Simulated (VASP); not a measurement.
# WS2 in VASP: notebook, part 2 of 2

VASP 6.6.1. Earlier steps stand in the parts before.

**3. Single point, PBEsol (strain +0.025 along x and y, +0.025 along z)**

The input, INCAR:

```
ALGO = Normal ; EDIFF = 1E-6
ENCUT = 520 ; GGA = PS
ISIF = 2 ; ISMEAR = 0
LASPH = True ; LCHARG = False
LREAL = False ; LWAVE = False
NBANDS = 20 ; NELM = 60
PREC = Accurate ; SIGMA = 0.05
```

The input, KPOINTS:

```
k-points
0
Gamma
  12 12 2
```

The input, POSCAR:

```
WS2
1.0
    3.2244206304      0.0000000000      0.0000000000
   -1.6122103152      2.7924301784      0.0000000000
    0.0000000000      0.0000000000     17.3772566117
W S
1 2
Direct
    0.3333333333      0.6666666667      0.0000000000
    0.6666666667      0.3333333333      0.9075761491
    0.6666666667      0.3333333333      0.0924238509
```

Potentials or basis: VASP PAW PBE potentials, release 64 (W_sv, S).

Run with:

```
$ cat potpaw_PBE.64/W_sv/POTCAR potpaw_PBE.64/S/POTCAR > POTCAR
$ mpirun -np 1 vasp_std > vasp.out
```

OUTCAR:

```text
EDIFF = 1E-6
   ENCUT = 520
   GGA = PS
   ISIF = 2
   ISMEAR = 0
   LASPH = True
   LREAL = False
   NELM = 60
   PREC = Accurate

 ion  position               nearest neighbor table
   1  0.333  0.667  0.000-   2 2.46   3 2.46   2 2.46   3 2.46   2 2.46   3 2.46
   2  0.667  0.333  0.908-   1 2.46   1 2.46   1 2.46
   3  0.667  0.333  0.092-   1 2.46   1 2.46   1 2.46

  LATTYP: Found a hexagonal cell.
 ALAT       =     3.2244206304
 C/A-ratio  =     5.3892648024

  Lattice vectors:

 A1 = (   3.2244206304,   0.0000000000,   0.0000000000)
 A2 = (  -1.6122103152,   2.7924301784,   0.0000000000)
 A3 = (   0.0000000000,   0.0000000000,  17.3772566117)

Analysis of symmetry for initial positions (statically):
=====================================================================
 Subroutine PRICEL returns:
 Original cell was already a primitive cell.

 Routine SETGRP: Setting up the symmetry group for a
 hexagonal supercell.

[... 163 lines left out ...]
  ext. energy  EPLUGINS =         0.00000000
  ---------------------------------------------------
  free energy    TOTEN  =       -25.10909144 eV

  energy without entropy =      -25.10909144  energy(sigma->0) =      -25.10909144

 E-fermi :  -1.1018     XC(G=0):  -4.4272

 val. band max:       -1.4526857613   @ k =   0.3333   0.3333   0.5000
 cond. band min:       0.3056897448   @ k =   0.3333   0.3333   0.5000
 fundamental gap:      1.7583755061
 Fermi energy:        -1.1018151626

 k-point     1 :       0.0000    0.0000    0.0000
  band No.  band energies     occupation
      1     -75.5601      2.00000
      2     -39.7512      2.00000
      3     -39.6244      2.00000
      4     -39.6244      2.00000
      5     -15.8927      2.00000
      6     -14.4306      2.00000
[... 541 lines left out ...]
     19       5.7509      0.00000
     20       5.7589      0.00000

 [... further k-points ...]

------------------------ aborting loop because EDIFF is reached ----------------------------------------

  FORCE on cell =-STRESS in cart. coord.  units (eV):
  Direction    XX          YY          ZZ          XY          YZ          ZX
  --------------------------------------------------------------------------------------
  -------------------------------------------------------------------------------------
  Total       -3.6645127     -3.6645127     -3.9222479      0.0000000      0.0000000      0.0000000
  in kB      -37.5242121    -37.5242121    -40.1633930      0.0000000      0.0000000      0.0000000
  external PRESSURE =     -38.4039390 kB  Pullay stress =       0.0000000 kB

 VOLUME and BASIS-vectors are now :
 -----------------------------------------------------------------------------
  energy-cutoff  :      520.00
  volume of cell :      156.46
      direct lattice vectors                 reciprocal lattice vectors
     3.224420630  0.000000000  0.000000000     0.310133235  0.179055507  0.000000000
    -1.612210315  2.792430178  0.000000000     0.000000000  0.358111013  0.000000000
     0.000000000  0.000000000 17.377256612     0.000000000  0.000000000  0.057546483

 POSITION                                       TOTAL-FORCE (eV/Angst)
 -----------------------------------------------------------------------------------
     -0.00000      1.86162      0.00000         0.000000      0.000000      0.000000
      1.61221      0.93081     15.77118        -0.000000     -0.000000      1.212141
      1.61221      0.93081      1.60607        -0.000000      0.000000     -1.212141
 -----------------------------------------------------------------------------------
    total drift:                               -0.000000      0.000000     -0.000000

  FREE ENERGIE OF THE ION-ELECTRON SYSTEM (eV)
  ---------------------------------------------------
  free  energy   TOTEN  =       -25.1090914401 eV

  energy  without entropy=      -25.1090914401  energy(sigma->0) =      -25.10909144
```

stdout:

```text
POSCAR found type information on POSCAR W S
 POSCAR found :  2 types and       3 ions
 scaLAPACK will be used
 -----------------------------------------------------------------------------
|                                                                             |
|                                                                             |
|     You enforced a specific xc type in the INCAR file but a different       |
|     I HOPE YOU KNOW WHAT YOU ARE DOING!                                     |
|                                                                             |
 -----------------------------------------------------------------------------

 LDA part: xc-table for (Slater+PW92), standard interpolation
 POSCAR, INCAR and KPOINTS ok, starting setup
 FFT: planning ... GRIDC
 FFT: planning ... GRID_SOFT
 FFT: planning ... GRID
 WAVECAR not read
 entering main loop
```

Run time: 2.1 min. Hardware: 1 thread of Intel Xeon Platinum 8488C (Sapphire Rapids), shared host; peak memory 0.32 GiB.

What came out:

- Free energy: -25.1091 eV
- Largest force: 1.212 eV/Å
- Band gap on the k mesh: 1.76 eV, direct

Forces on the atoms (eV/Å):
```
W    0.000  0.000  0.000
S    0.000  0.000  1.212
S    0.000  0.000 -1.212
```

Caveat: the cell differs from its parent crystal (strain +0.025 along x and y, +0.025 along z); the PAW data sets were made with another functional, which shifts forces and pressure a little; spin-orbit coupling is left out, which moves the levels of the heavy elements.

**4. Single point, PBEsol (strain +0.050 along x and y, +0.000 along z)**

The input, INCAR:

```
  ALGO = Normal
  EDIFF = 1E-6
  ENCUT = 520
  GGA = PS
  ISIF = 2
  ISMEAR = 0
  LASPH = True
  LCHARG = True
  LELF = True
  LREAL = False
  LVHAR = True
  LWAVE = False
  NBANDS = 20
  NELM = 60
  PREC = Accurate
  SIGMA = 0.05
```

KPOINTS is that of step 3.

The input, POSCAR:

```
WS2
1.0
    3.3030650360      0.0000000000      0.0000000000
   -1.6515325180      2.8605382316      0.0000000000
    0.0000000000      0.0000000000     16.9534210846
W S
1 2
Direct
    0.3333333333      0.6666666667      0.0000000000
    0.6666666667      0.3333333333      0.9075761491
    0.6666666667      0.3333333333      0.0924238509
```

Run with:

```
$ cat potpaw_PBE.64/W_sv/POTCAR potpaw_PBE.64/S/POTCAR > POTCAR
$ mpirun -np 1 vasp_std > vasp.out
```

Wall time 2.8 min (1 thread of Intel Xeon Platinum 8488C (Sapphire Rapids), shared host); peak memory 0.35 GiB.

The run converged. Its results:

* Free energy: -24.9744 eV
* Largest force: 0.966 eV/Å
* Band gap on the k mesh: 1.21 eV, indirect (least direct gap 1.45 eV)

Forces on the atoms (eV/Å):
```
W    0.000  0.000  0.000
S    0.000  0.000  0.966
S    0.000  0.000 -0.966
```

Levels at points of the mesh, in eV from the valence-band top:
| k point | band 9 | band 10 | band 11 | band 12 | band 13 | band 14 | band 15 | band 16 | band 17 | band 18 |
| --- | --- | --- | --- | --- | --- | --- | --- | --- | --- | --- |
| (0.00, 0.00, 0.00) | -3.06 | -1.99 | -1.93 | -1.93 | 0.00 | 2.39 | 2.39 | 2.58 | 2.58 | 4.30 |
| (0.50, 0.00, 0.00) | -4.36 | -3.51 | -2.08 | -1.65 | -1.02 | 2.18 | 2.60 | 3.61 | 4.17 | 4.65 |
| (0.00, 0.00, 0.50) | -3.06 | -1.99 | -1.93 | -1.93 | 0.00 | 2.39 | 2.39 | 2.58 | 2.58 | 4.31 |
| (0.50, 0.00, 0.50) | -4.36 | -3.51 | -2.08 | -1.65 | -1.02 | 2.18 | 2.60 | 3.61 | 4.17 | 4.65 |

Caveat: the cell differs from its parent crystal (strain +0.050 along x and y, +0.000 along z); the PAW data sets were made with another functional, which shifts forces and pressure a little; spin-orbit coupling is left out, which moves the levels of the heavy elements.

**5. Summary**

```csv
cell,gap on the mesh (eV),largest force (eV/Å)
"a = 3.303, b = 3.303, c = 16.530 Å, angles 90.0, 90.0, 120.0°, 3 atoms",0.95,0.26
"a = 3.224, b = 3.224, c = 17.377 Å, angles 90.0, 90.0, 120.0°, 3 atoms",1.76,1.21
"a = 3.303, b = 3.303, c = 16.953 Å, angles 90.0, 90.0, 120.0°, 3 atoms",1.21,0.97
```

Alike in all rows: task single point; level PBEsol; potentials or basis VASP PAW PBE potentials, release 64 (W_sv, S); no spin polarisation; k mesh 12 × 12 × 2; cutoff (eV) 520; smearing gaussian 0.05 eV.

Caveats: the PAW data sets were made with another functional, which shifts forces and pressure a little; spin-orbit coupling is left out, which moves the levels of the heavy elements.

Total energies depend on the potentials used, so only differences within one code and one set of settings carry meaning.
